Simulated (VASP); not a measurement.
Here is a VASP 6.6.1 calculation.

Contents of INCAR:

```
ALGO = Normal ; EDIFF = 1E-7
ENCUT = 520 ; GGA = CA
ISIF = 2 ; ISMEAR = 1
LASPH = T ; LCHARG = F
LREAL = F ; LWAVE = F
NBANDS = 7 ; NELM = 100
PREC = Accurate ; SIGMA = 0.1
```

KPOINTS

```
k-points
0
Gamma
  8 8 8
```

Contents of POSCAR:

```
Mg
1.0
   -1.7722773715      1.7722773715      1.7722773715
    1.7722773715     -1.7722773715      1.7722773715
    1.7722773715      1.7722773715     -1.7722773715
Mg
1
Direct
    0.0000000000      0.0000000000      0.0000000000
```

Potentials or basis: VASP PAW LDA potentials, release 64 (Mg).

The run is started by

```sh
$ cat potpaw_LDA.64/Mg/POTCAR > POTCAR
$ mpirun -np 1 vasp_std > vasp.out
```

(1) What does it give for the band gap on the k mesh?

(2) Predict the pressure.

Results:

(1) zero (band 1 reaches 6.55 eV, above the bottom of band 2 at 1.71 eV).

(2) -1.6 GPa.
